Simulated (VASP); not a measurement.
**Al: single point with r2SCAN**

Al:

```
Al
1.0
    -1.59457    1.59649    1.58842
     1.59791   -1.61827    1.61354
     1.60304    1.62674   -1.61019
Al
1
Cartesian
  0.0000 0.0000 0.0000
```

```yaml
Program: VASP 6.6.1
Task: single point
Functional: r2SCAN
Potentials_or_basis: VASP PAW PBE potentials, release 64 (Al)
Cutoff: 520 eV
k_mesh: 9 × 9 × 9
Occupations: fermi-dirac, width 0.15 eV
Spin: no spin polarisation
```

| Property | Result |
| --- | --- |
| Pressure | -1.8 GPa |

Stress tensor (GPa, compression positive):
```
-2.08 -0.22 -0.11
-0.22 -1.27  0.58
-0.11  0.58 -1.99
```

Levels at points of the mesh, in eV from the Fermi level:
```
           k point  band 1  band 2  band 3  band 4  band 5  band 6
(0.00, 0.00, 0.00)  -11.90   13.86   13.91   14.15   15.62   15.85
```

It took 67 s on 1 thread of Intel(R) Xeon(R) Platinum 8488C (Sapphire Rapids), with other jobs on the host, peak memory 0.16 GiB.

Caveat: the PAW data sets were made with another functional, which shifts forces and pressure a little.
